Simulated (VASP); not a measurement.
Write the native input for VASP 6.6.1 that does the following.

```
Task                   : single point
Functional             : PBE
Potentials or basis    : VASP PAW PBE potentials, release 64 (Sn_d, Te, Pt)
Cutoff                 : 520 eV
k mesh                 : 3 × 3 × 3
Occupations            : gaussian, width 0.1 eV
Spin                   : no spin polarisation
Dipole correction      : no
Further INCAR settings : ALGO = Normal; EDIFF = 1e-07; NBANDS = 37
```

The structure of Sn2Te3Pt lies in POSCAR:

```
Sn2Te3Pt
1.0
    3.7904167794      2.1883981479      3.5765880222
   -3.7904167794      2.1883981479      3.5765880222
    0.0000000000     -4.3767962959      3.5765880222
Sn Te Pt
2 3 1
Direct
    0.6439521557      0.6439521557      0.6439521557
    0.3560478443      0.3560478443      0.3560478443
    0.0000000000      0.5000000000      0.0000000000
    0.5000000000      0.0000000000      0.0000000000
    0.0000000000      0.0000000000      0.5000000000
    0.0000000000      0.0000000000      0.0000000000
```

These files were run (other wordings do the same):

INCAR

```
SYSTEM = Sn2Te3Pt
  ALGO = Normal
  EDIFF = 1E-7
  ENCUT = 520
  GGA = PE
  ISIF = 2
  ISMEAR = 0
  LASPH = .True.
  LCHARG = .True.
  LELF = .True.
  LREAL = .False.
  LVHAR = .True.
  LWAVE = .False.
  NBANDS = 37
  NELM = 60
  PREC = Accurate
  SIGMA = 0.1
```

KPOINTS

```
k-points
0
Gamma
  3 3 3
  0 0 0
```

Potentials or basis: VASP PAW PBE potentials, release 64 (Sn_d, Te, Pt).

Run with:

```console
$ cat potpaw_PBE.64/Sn_d/POTCAR potpaw_PBE.64/Te/POTCAR potpaw_PBE.64/Pt/POTCAR > POTCAR
$ mpirun -np 1 vasp_std > vasp.out
```

Results of the run:

```json
{
  "Pressure": "-0.1 GPa",
  "Largest force": "0.026 eV/Å",
  "Band gap on the k mesh": "zero (band 28 reaches 7.73 eV, above the bottom of band 29 at 5.99 eV)"
}
```

Caveat: the k points lie up to 0.37 Å⁻¹ apart; spin-orbit coupling is left out, which moves the levels of the heavy elements.

It took 47 s on 1 thread of Intel(R) Xeon(R) Platinum 8488C (Sapphire Rapids) (shared host), peak memory 0.26 GiB.
